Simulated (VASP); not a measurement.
Runs of VASP 6.6.1 on InP. The structure is that of space group I-4m2 (No. 119), or close to it. The cells are those of the table. 

| cell | gap on the mesh (eV) | pressure (GPa) |
| --- | --- | --- |
| a = 3.918, b = 3.918, c = 3.678 Å, angles 62.0, 62.0, 56.0°, 2 atoms | (a) | 27.9 |
| a = 4.384, b = 4.384, c = 4.611 Å, angles 58.3, 58.3, 63.5°, 2 atoms | 0.23 | (b) |
| a = 3.992, b = 3.992, c = 3.834 Å, angles 61.3, 61.3, 57.4°, 2 atoms | 1.01 | 15.7 |
| a = 3.846, b = 3.846, c = 3.523 Å, angles 62.7, 62.7, 54.5°, 2 atoms | 0.15 | 44.7 |
| a = 4.303, b = 4.303, c = 4.455 Å, angles 58.8, 58.8, 62.4°, 2 atoms | 0.22 | -6.6 |
| a = 4.223, b = 4.223, c = 4.300 Å, angles 59.4, 59.4, 61.2°, 2 atoms | 0.11 | -3.8 |
| a = 4.466, b = 4.466, c = 4.766 Å, angles 57.8, 57.8, 64.5°, 2 atoms | 0.25 | -9.5 |
| a = 4.425, b = 4.425, c = 4.688 Å, angles 58.0, 58.0, 64.0°, 2 atoms | (c) | -9.1 |

Alike in all rows: task single point; level PBEsol; potentials or basis VASP PAW PBE potentials, release 64 (In_d, P); no spin polarisation; k mesh 8 × 8 × 8; cutoff (eV) 520; smearing gaussian 0.05 eV.

**Question.** Fill in the values left out.

**Answer.** (a) 0.61; (b) -8.5; (c) 0.24.

Caveats: the PAW data sets were made with another functional, which shifts forces and pressure a little; spin-orbit coupling is left out, which moves the levels of the heavy elements.

A k mesh can miss the band edges, and the runs leave out spin-orbit coupling on In.
